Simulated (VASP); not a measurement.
Wanted: the native input for a VASP 6.6.1 run.

* Task: relaxation of cell and atoms
* Functional: PBEsol
* Potentials or basis: VASP PAW PBE potentials, release 64 (As)
* Cutoff: 600 eV
* k mesh: 16 × 16 × 16
* Occupations: gaussian, width 0.1 eV
* Spin: no spin polarisation
* Dipole correction: no
* Further INCAR settings: ALGO = Normal; EDIFF = 1e-06; IBRION = 2; EDIFFG = -0.01; NSW = 80; ISIF = 3

The structure of As lies in POSCAR:

```
As
1.0
    2.7592036727      0.0000000000      0.0000000000
    0.0000000000      2.7592036727      0.0000000000
    0.0000000000      0.0000000000      2.7592036727
As
1
Direct
    0.0000000000      0.0000000000      0.0000000000
```

One way to write it, as run:

INCAR

```
PREC     = Accurate       # precision mode
ENCUT    = 600            # plane-wave cutoff, eV
EDIFF    = 1E-6           # SCF threshold, eV
ISMEAR   = 0              # smearing method
SIGMA    = 0.1            # smearing width, eV
LREAL    = False          # projectors in reciprocal space
LASPH    = True           # aspherical terms in the spheres
NELM     = 80             # most SCF steps
ALGO     = Normal         # electronic algorithm
ISIF     = 3              # what is computed and relaxed
LWAVE    = False          # write WAVECAR
LCHARG   = False          # write CHGCAR
GGA      = PS             # functional
IBRION   = 2              # ionic algorithm
NSW      = 80             # ionic steps
EDIFFG   = -0.01          # ionic threshold
```

KPOINTS

```
Automatic mesh
0
Gamma
  16 16 16
```

Potentials or basis: VASP PAW PBE potentials, release 64 (As).

Run with:

```bash
$ cat potpaw_PBE.64/As/POTCAR > POTCAR
$ mpirun -np 1 vasp_std > vasp.out
```

Results of the run:

* Relaxed volume: 19.51 Å³/atom
* Relaxed cell: a = 2.692 Å, b = 2.692 Å, c = 2.692 Å, α = 90.00°, β = 90.00°, γ = 90.00°
* Space group after relaxing (to 0.05 Å): Pm-3m (No. 221)
* Energy gained by relaxing: 28.7 meV/atom
* Ionic steps: 3
* Pressure after relaxing: 0.0 GPa

Caveat: the PAW data sets were made with another functional, which shifts forces and pressure a little.

Run time: 13 s on 1 thread of Intel(R) Xeon(R) 6975P-C (Granite Rapids), with other jobs on the host, peak memory 0.16 GiB.
